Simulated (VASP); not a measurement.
# Zr (P6_3/mmc) in VASP: further runs

The runs below take Zr through single point, relaxation of cell and atoms, with BLYP, r2SCAN, LDA, PBE.

Everything below comes from runs of VASP 6.6.1. Logs are shortened: lines on timing, memory, paths and dates and some standing lists are left out, and cuts for length are marked.

## 1. The cell of the first run

Symmetry: P6_3/mmc, No. 194, hexagonal system. The conventional cell has a = 3.263 Å, b = 3.263 Å, c = 5.240 Å, α = 90.00°, β = 90.00°, γ = 120.00°. Zr (site symmetry -6m2) has 12 Zr at 3.23 to 3.26 Å within 4.2 Å.

## 2. Single point, BLYP

Input file INCAR:

```
PREC = Accurate
ENCUT = 520
EDIFF = 1E-7
ISMEAR = -1
SIGMA = 0.05
LREAL = False
LASPH = True
NELM = 60
ALGO = Normal
ISIF = 2
LWAVE = False
LCHARG = False
GGA = B5
ALDAX = 1.0
AGGAX = 1.0
AGGAC = 1.0
ALDAC = 0.0
NBANDS = 19
```

Input file KPOINTS:

```
Automatic mesh
0
Gamma
  9 9 5
```

Input file POSCAR:

```
Zr
1.0
    3.2633125933      0.0000000000      0.0000000000
   -1.6316562967      2.8261116063      0.0000000000
    0.0000000000      0.0000000000      5.2404356383
Zr
2
Direct
    0.6666666667      0.3333333333      0.7500000000
    0.3333333333      0.6666666667      0.2500000000
```

Potentials or basis: VASP PAW PBE potentials, release 64 (Zr_sv).

Launch:

```sh
$ cat potpaw_PBE.64/Zr_sv/POTCAR > POTCAR
$ mpirun -np 1 vasp_std > vasp.out
```

OUTCAR:

```text
PREC = Accurate
   ENCUT = 520
   EDIFF = 1E-7
   ISMEAR = -1
   LREAL = False
   LASPH = True
   NELM = 60
   ISIF = 2
   GGA = B5

 ion  position               nearest neighbor table
   1  0.667  0.333  0.750-   2 3.23   2 3.23   2 3.23   2 3.23   2 3.23   2 3.23
   2  0.333  0.667  0.250-   1 3.23   1 3.23   1 3.23   1 3.23   1 3.23   1 3.23

  LATTYP: Found a hexagonal cell.
 ALAT       =     3.2633125933
 C/A-ratio  =     1.6058638235

  Lattice vectors:

 A1 = (   3.2633125933,   0.0000000000,   0.0000000000)
 A2 = (  -1.6316562967,   2.8261116063,   0.0000000000)
 A3 = (   0.0000000000,   0.0000000000,   5.2404356383)

Analysis of symmetry for initial positions (statically):
=====================================================================
 Subroutine PRICEL returns:
 Original cell was already a primitive cell.

 Routine SETGRP: Setting up the symmetry group for a
 hexagonal supercell.

 Subroutine GETGRP returns: Found 24 space group operations
 (whereof 12 operations were pure point group operations)
 out of a pool of 24 trial point group operations.

The static configuration has the point symmetry D_3d.
 The point group associated with its full space group is D_6h.

Analysis of symmetry for dynamics (positions and initial velocities):
=====================================================================
 Subroutine PRICEL returns:
 Original cell was already a primitive cell.

 Routine SETGRP: Setting up the symmetry group for a
 hexagonal supercell.

 Subroutine GETGRP returns: Found 24 space group operations
 (whereof 12 operations were pure point group operations)
 out of a pool of 24 trial point group operations.

The dynamic configuration has the point symmetry D_3d.
 The point group associated with its full space group is D_6h.

 Subroutine INISYM returns: Found 24 space group operations
 (whereof 12 operations are pure point group operations),
 and found     1 'primitive' translations

----------------------------------------------------------------------------------------

                                     Primitive cell

  volume of cell :      48.3298

  direct lattice vectors                    reciprocal lattice vectors
     3.263312593  0.000000000  0.000000000     0.306437085  0.176921534  0.000000000
    -1.631656297  2.826111606  0.000000000     0.000000000  0.353843068  0.000000000
     0.000000000  0.000000000  5.240435638     0.000000000  0.000000000  0.190823830

  length of vectors
[... 78 lines left out ...]
   LSORBIT =      F    spin-orbit coupling
   LASPH  =      T    aspherical Exc in radial PAW
   ENCUT  =  520.0 eV  38.22 Ry    6.18 a.u.   6.07  6.07  9.74*2*pi/ulx,y,z
   NELM   =     60;   NELMIN=  2; NELMDL= -5     # of ELM steps
   EDIFF  = 0.1E-06   stopping-criterion for ELM
   LREAL  =      F    real-space projection
   EDIFFG = 0.1E-05   stopping-criterion for IOM
   NSW    =      0    number of steps for IOM
   IBRION =     -1    ionic relax: 0-MD 1-quasi-New 2-CG
   NFREE  =      0    steps in history (QN), initial steepest desc. (CG)
   ISIF   =      2    stress and relaxation
   ISYM   =      2    0-nonsym 1-usesym 2-fastsym
   POTIM  = 0.5000    time-step for ionic-motion
   TEBEG  =    0.0;   TEEND  =   0.0 temperature during run
   PSTRESS=    0.0 pullay stress
   NELECT =      24.0000    total number of electrons
   NUPDOWN=      -1.0000    fix difference up-down
   EMIN   =  10.00;   EMAX   =-10.00  energy-range for DOS
   EFERMI =   0.00;   METHOD = LEGACY
   ISMEAR =    -1;   SIGMA  =   0.05  broadening in eV -4-tet -1-fermi 0-gaus
   EFERMI_NEDOS =   21; number of points for ismear=-14 and -15
   IALGO  =     38    algorithm
   IMIX   =      4    mixing-type and parameters
     AMIX     =   0.40;   BMIX     =  1.00
     AMIX_MAG =   1.60;   BMIX_MAG =  1.00
  volume/ion in A,a.u.               =      24.16       163.07
  Fermi-wavevector in a.u.,A,eV,Ry     =   1.296403  2.449847 22.866787  1.680661
  Thomas-Fermi vector in A             =   2.427862
   LORBIT       =      0    0 simple, 1 ext, 2 COOP (PROOUT), +10 PAW based schemes
   GGA     = B5    functional components
   LHFCALC =     F    Hartree Fock is set to
   AEXX    =    0.0000 exact exchange contribution
   IVDW    =     0    specifies the selected vdW correction
   LEPSILON=     F    determine dielectric tensor
   LRPA    =     F    only Hartree local field effects (RPA)
 non-spin polarized calculation
  energy-cutoff  :      520.00
  volume of cell :       48.33
 maximum number of plane-waves:      1317
   NGX = 13   NGY = 13   NGZ = 19

 number of electron      24.0000001 magnetization

 Free energy of the ion-electron system (eV)
  ---------------------------------------------------
  ext. energy  EPLUGINS =         0.00000000
  ---------------------------------------------------
  free energy    TOTEN  =       -14.67067402 eV

  energy without entropy =      -14.65339433  energy(sigma->0) =      -14.66203418

 E-fermi :   9.0924     XC(G=0): -10.3471

 val. band max:        9.0917965055   @ k =   0.0000   0.0000   0.4000
 cond. band min:       9.0925294861   @ k =   0.1111  -0.0000   0.4000
 fundamental gap:      0.0007329806
 Fermi energy:         9.0923513275

 k-point     1 :       0.0000    0.0000    0.0000
  band No.  band energies     occupation
      1     -39.7541      2.00000
      2     -39.6249      2.00000
      3     -18.3039      2.00000
      4     -17.5319      2.00000
      5     -17.5319      2.00000
      6     -17.4282      2.00000
[... 505 lines left out ...]
      6     -17.7883      2.00000
[... 11 lines left out ...]
     18      13.1647      0.00000
     19      15.5728      0.00000

 [... further k-points ...]

------------------------ aborting loop because EDIFF is reached ----------------------------------------

  FORCE on cell =-STRESS in cart. coord.  units (eV):
  Direction    XX          YY          ZZ          XY          YZ          ZX
  --------------------------------------------------------------------------------------
  -------------------------------------------------------------------------------------
  Total        0.0327121      0.0327121      0.0485184     -0.0000000      0.0000000      0.0000000
  in kB        1.0844369      1.0844369      1.6084266     -0.0000000      0.0000000      0.0000000
  external PRESSURE =       1.2591001 kB  Pullay stress =       0.0000000 kB

 VOLUME and BASIS-vectors are now :
 -----------------------------------------------------------------------------
  energy-cutoff  :      520.00
  volume of cell :       48.33
      direct lattice vectors                 reciprocal lattice vectors
     3.263312593  0.000000000  0.000000000     0.306437085  0.176921534  0.000000000
    -1.631656297  2.826111606  0.000000000     0.000000000  0.353843068  0.000000000
     0.000000000  0.000000000  5.240435638     0.000000000  0.000000000  0.190823830

 POSITION                                       TOTAL-FORCE (eV/Angst)
 -----------------------------------------------------------------------------------
      1.63166      0.94204      3.93033         0.000000     -0.000000      0.000000
     -0.00000      1.88407      1.31011        -0.000000      0.000000      0.000000
 -----------------------------------------------------------------------------------
    total drift:                               -0.000000      0.000000     -0.000000

  FREE ENERGIE OF THE ION-ELECTRON SYSTEM (eV)
  ---------------------------------------------------
  free  energy   TOTEN  =       -14.6706740249 eV

  energy  without entropy=      -14.6533943311  energy(sigma->0) =      -14.66203418
```

Wall time 35 s (1 thread of Intel Xeon Platinum 8375C at 2.90GHz (Ice Lake), shared host); peak memory 0.16 GiB.

What came out:

* Free energy: -14.6707 eV
* Pressure: 0.1 GPa
* Band gap on the k mesh: zero (band 12 reaches 9.89 eV, above the bottom of band 13 at 8.83 eV)

Caveat: the PAW data sets were made with another functional, which shifts forces and pressure a little.

## 3. Single point, r2SCAN

This run uses another cell than the first one, of 23.49 Å³/atom, 0.972 times its volume.

Input file POSCAR:

```
Zr
1.0
    3.2407211569      0.0000000000      0.0000000000
   -1.6203605784      2.8065468484      0.0000000000
    0.0000000000      0.0000000000      5.1655648525
Zr
2
Direct
    0.6666666667      0.3333333333      0.7500000000
    0.3333333333      0.6666666667      0.2500000000
```

Input file INCAR.step1:

```
PREC = Accurate ; ENCUT = 520
ISMEAR = -1 ; SIGMA = 0.05
LREAL = False ; LASPH = True
NELM = 60 ; NBANDS = 19
GGA = PE ; ALGO = Normal
EDIFF = 1E-4 ; LWAVE = True
LCHARG = False
```

Input file INCAR.step2:

```
PREC = Accurate ; ENCUT = 520
EDIFF = 1E-6 ; ISMEAR = -1
SIGMA = 0.05 ; LREAL = False
LASPH = True ; NELM = 60
ALGO = Normal ; ISIF = 2
LWAVE = False ; LCHARG = False
METAGGA = R2SCAN ; LMIXTAU = True
NBANDS = 19 ; ISTART = 1
```

KPOINTS is that of step 2.

Potentials or basis: VASP PAW PBE potentials, release 64 (Zr_sv).

Launch:

```sh
$ cat potpaw_PBE.64/Zr_sv/POTCAR > POTCAR
$ cp INCAR.step1 INCAR
$ mpirun -np 1 vasp_std > vasp.out
$ cp INCAR.step2 INCAR
$ mpirun -np 1 vasp_std > vasp.out
```

It took 57 s on 1 thread of Intel Xeon Platinum 8375C at 2.90GHz (Ice Lake), shared host; peak memory 0.17 GiB.

The run converged. Its results:

```yaml
Free_energy: -45.5140 eV
Pressure: 0.0 GPa
Band_gap_on_the_k_mesh: zero (band 12 reaches 9.92 eV, above the bottom of band 13 at 8.61 eV)
```

Levels at points of the mesh, in eV from the Fermi level:
| k point | band 8 | band 9 | band 10 | band 11 | band 12 | band 13 | band 14 | band 15 | band 16 | band 17 |
| --- | --- | --- | --- | --- | --- | --- | --- | --- | --- | --- |
| (0.00, 0.00, 0.00) | -27.40 | -6.02 | -3.20 | 0.95 | 0.95 | 0.96 | 1.10 | 1.69 | 1.69 | 2.36 |

Caveat: the PAW data sets were made with another functional, which shifts forces and pressure a little.

## 4. Relaxation of cell and atoms, LDA

This run uses another cell than the first one, of 23.28 Å³/atom, 0.963 times its volume.

Input file INCAR:

```
SYSTEM = Zr
ALGO = Normal
EDIFF = 1E-6
EDIFFG = -0.01
ENCUT = 600
GGA = CA
IBRION = 2
ISIF = 3
ISMEAR = -1
LASPH = .True.
LCHARG = .False.
LREAL = .False.
LWAVE = .False.
NELM = 100
NSW = 60
PREC = Accurate
SIGMA = 0.05
```

Input file KPOINTS:

```
k-points
0
Gamma
  9 9 5
  0 0 0
```

Input file POSCAR:

```
Zr
1.0
    3.2320000000      0.0000000000      0.0000000000
   -1.6160000000      2.7989941050      0.0000000000
    0.0000000000      0.0000000000      5.1470000000
Zr
2
Direct
    0.6666666667      0.3333333333      0.7500000000
    0.3333333333      0.6666666667      0.2500000000
```

Potentials or basis: VASP PAW LDA potentials, release 64 (Zr_sv).

Launch:

```sh
$ cat potpaw_LDA.64/Zr_sv/POTCAR > POTCAR
$ mpirun -np 1 vasp_std > vasp.out
```

Run time: 89 s. Hardware: 1 thread of Intel Xeon Platinum 8375C at 2.90GHz (Ice Lake), shared host; peak memory 0.18 GiB.

Results (log left out):

```yaml
Free_energy: -18.5975 eV
Relaxed_volume: 21.81 Å³/atom
Relaxed_cell: a = 3.145 Å, b = 3.145 Å, c = 5.093 Å, α = 90.00°, β = 90.00°, γ = 120.00°
Space_group_after_relaxing_to_0.05_Å: P6_3/mmc (No. 194)
Energy_gained_by_relaxing: 29.2 meV/atom
Ionic_steps: 6
Pressure_after_relaxing: 0.0 GPa
Band_gap_on_the_k_mesh: zero (band 12 reaches 10.40 eV, above the bottom of band 13 at 9.31 eV)
```

The path:
| step | energy change (eV) | largest force (eV/Å) | pressure (GPa) | volume (Å³) |
| --- | --- | --- | --- | --- |
| 1 | 0.0000 | 0.0000 | -5.99 | 46.56 |
| 2 | 0.0035 | 0.0000 | 7.41 | 40.94 |
| 3 | -0.0568 | 0.0000 | -0.02 | 43.70 |
| 4 | -0.0568 | 0.0000 | 0.10 | 43.65 |
| 5 | -0.0580 | 0.0000 | 0.06 | 43.64 |
| 6 | -0.0583 | 0.0000 | 0.03 | 43.63 |

Final structure:
```xyz
2
Lattice="3.1449 0.0000 0.0000 -1.5724 2.7235 0.0000 0.0000 0.0000 5.0934" Properties=species:S:1:pos:R:3 pbc="T T T"
Zr    1.5724    0.9078    3.8200
Zr    0.0000    1.8157    1.2733
```

Levels at points of the mesh, in eV from the Fermi level:
```
           k point  band 9  band 10  band 11  band 12  band 13  band 14  band 15  band 16
(0.00, 0.00, 0.00)   -5.73    -3.21     0.86     0.87     0.87     1.39     1.59     1.59
```

LDA usually gives volumes a few per cent too small. Zero-point motion and thermal expansion aren't in these numbers.

## 5. Relaxation of cell and atoms, PBE

This run uses another cell than the first one, of 23.28 Å³/atom, 0.963 times its volume.

Input file INCAR:

```
PREC     = Accurate       # precision mode
ENCUT    = 600            # plane-wave cutoff, eV
EDIFF    = 1E-6           # SCF threshold, eV
ISMEAR   = -1             # smearing method
SIGMA    = 0.05           # smearing width, eV
LREAL    = False          # projectors in reciprocal space
LASPH    = True           # aspherical terms in the spheres
NELM     = 80             # most SCF steps
ALGO     = Normal         # electronic algorithm
ISIF     = 3              # what is computed and relaxed
LWAVE    = False          # write WAVECAR
LCHARG   = False          # write CHGCAR
GGA      = PE             # functional
IBRION   = 2              # ionic algorithm
NSW      = 60             # ionic steps
EDIFFG   = -0.01          # ionic threshold
```

Input file KPOINTS:

```
Automatic mesh
0
Gamma
  9 9 5
```

POSCAR is that of step 4.

Potentials or basis: VASP PAW PBE potentials, release 64 (Zr_sv).

Launch:

```sh
$ cat potpaw_PBE.64/Zr_sv/POTCAR > POTCAR
$ mpirun -np 1 vasp_std > vasp.out
```

It took 66 s on 1 thread of Intel Xeon Platinum 8375C at 2.90GHz (Ice Lake), shared host; peak memory 0.2 GiB.

Results (log left out):

```
Free energy                            : -17.0547 eV
Relaxed volume                         : 23.40 Å³/atom
Relaxed cell                           : a = 3.229 Å, b = 3.229 Å, c = 5.181 Å, α = 90.00°, β = 90.00°, γ = 120.00°
Space group after relaxing (to 0.05 Å) : P6_3/mmc (No. 194)
Energy gained by relaxing              : 0.5 meV/atom
Ionic steps                            : 4
Pressure after relaxing                : 0.0 GPa
Band gap on the k mesh                 : zero (band 12 reaches 9.81 eV, above the bottom of band 13 at 8.67 eV)
```

The path:
| step | energy change (eV) | largest force (eV/Å) | pressure (GPa) | volume (Å³) |
| --- | --- | --- | --- | --- |
| 1 | 0.0000 | 0.0000 | 0.50 | 46.56 |
| 2 | -0.0005 | 0.0000 | -0.54 | 47.06 |
| 3 | -0.0008 | 0.0000 | -0.16 | 46.87 |
| 4 | -0.0010 | 0.0000 | -0.02 | 46.80 |

Final structure:
```xyz
2
Lattice="3.2294 0.0000 0.0000 -1.6147 2.7967 0.0000 0.0000 0.0000 5.1813" Properties=species:S:1:pos:R:3 pbc="T T T"
Zr    1.6147    0.9322    3.8860
Zr    0.0000    1.8645    1.2953
```

Levels at points of the mesh, in eV from the Fermi level:
| k point | band 8 | band 9 | band 10 | band 11 | band 12 | band 13 | band 14 | band 15 | band 16 |
| --- | --- | --- | --- | --- | --- | --- | --- | --- | --- |
| (0.00, 0.00, 0.00) | -26.37 | -5.65 | -3.03 | 0.87 | 0.87 | 0.94 | 1.09 | 1.54 | 1.54 |

PBE usually gives volumes a little too large and moduli too small. Zero-point motion and thermal expansion aren't in these numbers.

## 6. Overview

```tsv
task	level	potentials or basis	cell	cutoff (eV)	gap on the mesh (eV)	pressure (GPa)	relaxed volume (Å³/atom)
single point	BLYP	VASP PAW PBE potentials, release 64 (Zr_sv)	a = 3.263, b = 3.263, c = 5.240 Å, angles 90.0, 90.0, 120.0°, 2 atoms	520	none	0.1	-
single point	r2SCAN	VASP PAW PBE potentials, release 64 (Zr_sv)	a = 3.241, b = 3.241, c = 5.166 Å, angles 90.0, 90.0, 120.0°, 2 atoms	520	none	0.0	-
relaxation of cell and atoms	LDA	VASP PAW LDA potentials, release 64 (Zr_sv)	relaxed from a = 3.232, b = 3.232, c = 5.147 Å, angles 90.0, 90.0, 120.0°, 2 atoms	600	none	0.0	21.81
relaxation of cell and atoms	PBE	VASP PAW PBE potentials, release 64 (Zr_sv)	relaxed from a = 3.232, b = 3.232, c = 5.147 Å, angles 90.0, 90.0, 120.0°, 2 atoms	600	none	0.0	23.40
```

Alike in all rows: no spin polarisation; k mesh 9 × 9 × 5; smearing fermi-dirac 0.05 eV.

Caveats: the PAW data sets were made with another functional, which shifts forces and pressure a little (some runs).

Total energies depend on the potentials used, so only differences within one code and one set of settings carry meaning.
